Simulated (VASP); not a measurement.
Here is a VASP 6.6.1 calculation.

The input INCAR:

```
PREC = Accurate
ENCUT = 600
EDIFF = 1E-6
ISMEAR = 0
SIGMA = 0.1
LREAL = F
LASPH = T
NELM = 120
ALGO = Normal
ISIF = 2
LWAVE = F
LCHARG = F
GGA = PE
NBANDS = 15
GGA_COMPAT = F
```

KPOINTS

```
regular mesh
0
Gamma
  18 18 10
```

POSCAR

```
Os
1.0
    2.7235856598      0.0000000000      0.0000000000
   -1.3617928299      2.3586943708      0.0000000000
    0.0000000000      0.0000000000      4.3113050047
Os
2
Direct
    0.3333333333      0.6666666667      0.2500000000
    0.6666666667      0.3333333333      0.7500000000
```

Potentials or basis: VASP PAW PBE potentials, release 64 (Os).

The run is started by

```console
$ cat potpaw_PBE.64/Os/POTCAR > POTCAR
$ mpirun -np 1 vasp_std > vasp.out
```

(1) What does it give for the band gap on the k mesh?

(2) What does it give for the pressure?

Results:

(1) zero (bands 8 and 9 overlap by 4.01 eV).

(2) 13.3 GPa.

Caveat: the cell stands under pressure; spin-orbit coupling is left out, which moves the levels of the heavy elements.
